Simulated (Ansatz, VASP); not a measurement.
Two plane-wave programs on HfO2

```
CELL_PARAMETERS angstrom
5.11800 0.00000 0.00000
0.00000 5.18570 0.00000
-0.85866 0.00000 5.21387
ATOMIC_POSITIONS crystal
Hf 0.27670 0.04188 0.20813
Hf 0.72330 0.54188 0.29187
Hf 0.72330 0.95812 0.79187
Hf 0.27670 0.45812 0.70813
O 0.44655 0.75838 0.48027
O 0.55345 0.25838 0.01973
O 0.55345 0.24162 0.51973
O 0.44655 0.74162 0.98027
O 0.07264 0.33925 0.33895
O 0.92736 0.83925 0.16105
O 0.92736 0.66075 0.66105
O 0.07264 0.16075 0.83895
```

Alike in both runs: functional PBE; k mesh 5 × 5 × 5; occupations fermi-dirac, width 0.02 eV; no spin polarisation.

Ansatz relaxed the structure, and its values are those at the end. VASP's run is a single point on that final structure, the one shown.

|  | VASP | Ansatz |
| --- | --- | --- |
| version | VASP 6.6.1 | Ansatz 0.2.0 |
| potentials or method | VASP PAW PBE potentials, release 64 (Hf_pv, O) | plane-wave PAW, scalar-relativistic |
| plane-wave cutoff (eV) | 520 | 420 |
| valence electrons in the cell | 88 | 152 |

```tsv
	VASP	Ansatz	Ansatz less VASP
gap on the k mesh at the Fermi level (eV)	4.08	4.12	+0.041
pressure (GPa)	1.7	4.9	+3.19
rms of the force components (eV/Å)	0.034	0.000	-0.0334
```

With one functional, cell and mesh, what is left measures potentials, basis and numerics. VASP's potentials hold 88 valence electrons a cell and Ansatz's 152, so a difference there can come from the potentials and not from the codes. Ansatz's warnings: stress scf threshold loose.

Spin-orbit coupling is off throughout.
